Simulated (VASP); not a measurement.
## Cu: single point with PBEsol

Cu:

```
Cu
1.0
     0.00000    1.83461    1.78039
     1.83461    0.00000    1.78039
     1.83461    1.83461    0.00000
Cu
1
Direct
  0.00000 0.00000 0.00000
```

This cell differs from its parent crystal: strain +0.015 along x and y, -0.015 along z.

```json
{
  "Program": "VASP 6.6.1",
  "Task": "single point",
  "Functional": "PBEsol",
  "Potentials or basis": "VASP PAW PBE potentials, release 64 (Cu)",
  "Cutoff": "520 eV",
  "k mesh": "22 × 22 × 22",
  "Occupations": "gaussian, width 0.15 eV",
  "Spin": "no spin polarisation"
}
```

The pressure is -7.7 GPa.

Stress tensor (GPa, compression positive):
```
-8.19  0.00  0.00
 0.00 -8.19  0.00
 0.00  0.00 -6.67
```

Levels at points of the mesh, in eV from the Fermi level:
```tsv
k point	band 4	band 5	band 6	band 7	band 8	band 9
(0.00, 0.00, 0.00)	-2.87	-2.23	-2.09	22.50	24.96	24.96
(0.50, 0.00, 0.00)	-1.63	-1.57	-0.98	3.68	20.75	21.32
(0.50, 0.50, 0.00)	-1.45	-1.45	1.92	7.54	12.47	12.47
(0.50, 0.00, 0.50)	-1.51	-1.42	1.28	6.75	13.15	13.21
```

It took 43 s on 1 thread of AMD EPYC 9R45 96-Core Processor (Zen 5), with other jobs on the host, peak memory 0.19 GiB.

Caveat: the cell differs from its parent crystal (strain +0.015 along x and y, -0.015 along z); the PAW data sets were made with another functional, which shifts forces and pressure a little.
